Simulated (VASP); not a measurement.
Runs of VASP 6.6.1 on Ag2O. The structure is that of space group Pn-3m (No. 224), or close to it. The cells are those of the table. 

```tsv
task	level	potentials or basis	cell	k mesh	cutoff (eV)	grid for exact exchange (PRECFOCK)	share of exact exchange	screening parameter	gap on the mesh (eV)	pressure (GPa)
single point	LDA	VASP PAW LDA potentials, release 64 (Ag, O)	a = 4.637 Å, 6 atoms	6 × 6 × 6	600	-	-	-	(a)	0.0
single point	PBE	VASP PAW PBE potentials, release 64 (Ag, O)	a = 4.756 Å, 6 atoms	6 × 6 × 6	600	-	-	-	none	2.5
single point	PBEsol	VASP PAW PBE potentials, release 64 (Ag, O)	a = 4.707 Å, 6 atoms	6 × 6 × 6	600	-	-	-	none	-0.3
single point	PBE	VASP PAW PBE potentials, release 64 (Ag, O)	a = 4.812 Å, 6 atoms	6 × 6 × 6	600	-	-	-	none	-0.1
relaxation of cell and atoms	PBE	VASP PAW PBE potentials, release 64 (Ag, O)	relaxed from a = 4.718 Å, 6 atoms	6 × 6 × 6	600	-	-	-	none	0.0
single point	LDA	VASP PAW LDA potentials, release 64 (Ag, O)	a = 4.756 Å, 6 atoms	6 × 6 × 6	600	-	-	-	none	-6.4
single point	r2SCAN	VASP PAW PBE potentials, release 64 (Ag, O)	a = 4.756 Å, 6 atoms	6 × 6 × 6	660	-	-	-	0.24	-0.1
single point	HSE06	VASP PAW PBE potentials, release 64 (Ag, O)	a = 4.756 Å, 6 atoms	4 × 4 × 4	520	Normal	0.25	0.2079 1/Å	(b)	1.7
```

Alike in all rows: no spin polarisation; smearing fermi-dirac 0.02 eV.

Fill in the values left out.

(a) 0.12; (b) 1.15.

Caveats: the PAW data sets were made with another functional, which shifts forces and pressure a little (at least some runs); the cell stands under tension (at least some runs).

A k mesh can miss the band edges, and the runs leave out spin-orbit coupling on Ag.

A gap of «none» marks levels without a gap at the run's occupations.
